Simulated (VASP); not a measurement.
Set up this calculation in VASP 6.6.1, as the native input.

| Property | Result |
| --- | --- |
| Task | single point |
| Functional | LDA |
| Potentials or basis | VASP PAW LDA potentials, release 64 (Si) |
| Cutoff | 520 eV |
| k mesh | 16 × 16 × 16 |
| Occupations | fermi-dirac, width 0.05 eV |
| Spin | no spin polarisation |
| Dipole correction | no |
| Further INCAR settings | ALGO = Normal; EDIFF = 1e-06; NBANDS = 11 |

The structure of Si lies in POSCAR:

```
Si
1.0
   -2.2735100000      2.3921850000      1.2750000000
    2.2735100000     -2.3921850000      1.2750000000
    2.2735100000      2.3921850000     -1.2750000000
Si
2
Direct
    0.8070000000      0.5570000000      0.2500000000
    0.1930000000      0.4430000000      0.7500000000
```

This cell differs from its parent crystal: equal xx and yy strain of +1 %.

These files were run (other wordings do the same):

INCAR

```
SYSTEM = Si
  PREC = Accurate
  ENCUT = 520
  EDIFF = 1E-6
  ISMEAR = -1
  SIGMA = 0.05
  LREAL = .FALSE.
  LASPH = .TRUE.
  NELM = 100
  ALGO = Normal
  ISIF = 2
  LWAVE = .FALSE.
  LCHARG = .FALSE.
  GGA = CA
  NBANDS = 11
```

KPOINTS

```
Automatic mesh
0
G
  16 16 16
  0 0 0
```

Potentials or basis: VASP PAW LDA potentials, release 64 (Si).

Command:

```sh
$ cat potpaw_LDA.64/Si/POTCAR > POTCAR
$ mpirun -np 1 vasp_std > vasp.out
```

It gave:

- Pressure: 7.8 GPa
- Largest force: 0.030 eV/Å
- Band gap on the k mesh: zero (bands 4 and 5 overlap by 7.15 eV)

Caveat: the cell differs from its parent crystal (equal xx and yy strain of +1 %); the cell stands under pressure.

Wall time 2.2 min on 1 thread of AMD EPYC 7R13 Processor (Zen 3) (shared host), peak memory 0.22 GiB.
